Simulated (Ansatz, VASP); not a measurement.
## Cs: VASP beside Ansatz

INCAR

```
SYSTEM = Cs
  PREC = Accurate
  ENCUT = 520
  EDIFF = 1E-6
  ISMEAR = -1
  SIGMA = 0.1
  LREAL = .FALSE.
  LASPH = .TRUE.
  NELM = 60
  ALGO = Normal
  ISIF = 2
  LWAVE = .FALSE.
  LCHARG = .FALSE.
  NBANDS = 26
```

The input KPOINTS:

```
regular mesh
0
G
  8 8 3
  0 0 0
```

The input POSCAR:

```
Cs
1.0
    5.0684505565      0.0000000000      0.0000000000
   -2.5342252783      4.3894069398      0.0000000000
    0.0000000000      0.0000000000     16.6091561759
Cs
4
Direct
    0.0000000000      1.0000000000      0.0000000000
    0.0000000000      1.0000000000      0.5000000000
    0.3333333333      0.6666666667      0.2500000000
    0.6666666667      0.3333333333      0.7500000000
```

Input for Ansatz:

```yaml
crystal:
  lattice:
    - [5.0684505565, 0.0, 0.0]
    - [-2.5342252783, 4.3894069398, 0.0]
    - [0.0, 0.0, 16.6091561759]
  atoms:
    - { symbol: Cs, position: [0.0, 1.0, 0.0] }
    - { symbol: Cs, position: [0.0, 1.0, 0.5] }
    - { symbol: Cs, position: [0.3333333333, 0.6666666667, 0.25] }
    - { symbol: Cs, position: [0.6666666667, 0.3333333333, 0.75] }
hamiltonian:
  xc: lda
  pseudopotentials:
    kind: paw
    azcp:
      Cs: "pseudopotentials/Cs.paw.azcp"
basis:
  ecutwfc: 420
  fft_grid_basis: typed
kpoints:
  mp_grid: { grid: [8, 8, 3], shift: [0, 0, 0] }
magnetization:
  spin_polarized: false
scf:
  occupations: { method: fermi_dirac, width: 0.1 }
  lower_state_search: "off"
output:
  stress: true
```

Alike in both runs: task single point; functional LDA; k mesh 8 × 8 × 3; occupations fermi-dirac, width 0.1 eV; no spin polarisation.

```csv
,VASP,Ansatz
version,VASP 6.6.1,Ansatz 0.2.0
potentials or method,"VASP PAW LDA potentials, release 64 (Cs_sv), cutoff 520 eV","plane waves (420 eV) with PAW, scalar-relativistic"
valence electrons in the cell,36,36
```

|  | VASP | Ansatz | Ansatz less VASP |
| --- | --- | --- | --- |
| pressure (GPa) | 0.1 | 0.1 | +0.01 |

Ansatz warns that its potentials were made for another functional, while VASP's fit it. LDA's correlation is that of Perdew and Zunger in VASP and of Perdew and Wang (1992) in Ansatz.

Neither program's run includes spin-orbit coupling.
